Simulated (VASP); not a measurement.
TaN, 2 atoms in the cell. Symmetry: P-6m2, No. 187, hexagonal system. The conventional cell has a = 2.909 Å, b = 2.909 Å, c = 2.861 Å, α = 90.00°, β = 90.00°, γ = 120.00°. Within 2.9 Å of Ta (site symmetry -6m2) lie 6 N at 2.21 Å and 2 Ta at 2.86 Å. N (site symmetry -6m2) has 6 Ta at 2.21 Å and 2 N at 2.86 Å within 2.9 Å. 

| Quantity | Value |
| --- | --- |
| Program | VASP 6.6.1 |
| Task | relaxation of cell and atoms |
| Functional | r2SCAN |
| Potentials or basis | VASP PAW PBE potentials, release 64 (Ta_pv, N) |
| Cutoff | 600 eV |
| k mesh | 18 × 18 × 14 |
| Occupations | gaussian, width 0.1 eV |
| Spin | no spin polarisation |
| Target pressure | 10 GPa |
| Dipole correction | no |
| Further INCAR settings | ALGO = Normal; EDIFF = 1e-06; IBRION = 2; EDIFFG = -0.008; NSW = 70; ISIF = 3 |

Potentials or basis: VASP PAW PBE potentials, release 64 (Ta_pv, N).

Command:

```bash
$ cat potpaw_PBE.64/Ta_pv/POTCAR potpaw_PBE.64/N/POTCAR > POTCAR
$ cp INCAR.step1 INCAR
$ mpirun -np 1 vasp_std > vasp.out
$ cp INCAR.step2 INCAR
$ mpirun -np 1 vasp_std > vasp.out
```

Hardware: 1 thread of Intel Xeon 6975P-C, with other jobs on the host.

Question: Estimate the wall time of this run.

Answer: It took 5 min on 1 thread of Intel Xeon 6975P-C (shared host), peak memory 0.24 GiB. Counts: k points 296, ion steps 3.
